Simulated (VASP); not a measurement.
Wanted: the native input for a VASP 6.6.1 run.

```yaml
Task: single point
Functional: PBE
Potentials_or_basis: VASP PAW PBE potentials, release 64 (In_d, Ga_d, As)
Cutoff: 520 eV
k_mesh: 6 × 6 × 2
Occupations: gaussian, width 0.2 eV
Spin: no spin polarisation
Dipole_correction: no
Further_INCAR_settings: ALGO = Normal; EDIFF = 1e-06; NBANDS = 46
```

The structure of InGa3As4 lies in POSCAR:

```
InGa3As4
1.0
    4.1372713677     -0.0009978845      0.0001054966
   -0.0010421975      4.1405410388     -0.0075673457
    0.0003203874     -0.0204741487     11.7489988507
In Ga As
1 3 4
Direct
    0.0003602010     -0.0025964913      0.0000221064
    0.4990957951      0.4996375715      0.2592498266
   -0.0006014662     -0.0001480244      0.5000680510
    0.5011742233      0.5009373446      0.7408383889
    0.4993101442      0.0006434619      0.3796043171
    0.0010696777      0.5009995573      0.6202647794
    0.5006715181      0.0018041314      0.8599818464
   -0.0010800932      0.4987224488      0.1399706842
```

The input as run:

INCAR

```
  PREC = Accurate
  ENCUT = 520
  EDIFF = 1E-6
  ISMEAR = 0
  SIGMA = 0.2
  LREAL = F
  LASPH = T
  NELM = 60
  ALGO = Normal
  ISIF = 2
  LWAVE = F
  LCHARG = F
  GGA = PE
  NBANDS = 46
```

KPOINTS

```
regular mesh
0
Gamma
  6 6 2
```

Potentials or basis: VASP PAW PBE potentials, release 64 (In_d, Ga_d, As).

Launch:

```sh
$ cat potpaw_PBE.64/In_d/POTCAR potpaw_PBE.64/Ga_d/POTCAR potpaw_PBE.64/As/POTCAR > POTCAR
$ mpirun -np 1 vasp_std > vasp.out
```

Results of the run:

```json
{"Pressure": "0.1 GPa", "Largest force": "0.034 eV/Å", "Band gap on the k mesh": "0.01 eV"}
```

Caveat: the smearing spreads over this small gap; semilocal functionals underestimate gaps, and a narrow one can read as zero; spin-orbit coupling is left out, which moves the levels of the heavy elements.

Wall time 3.6 min on 1 thread of Intel(R) Xeon(R) 6975P-C (Granite Rapids), on a shared host, peak memory 0.5 GiB.
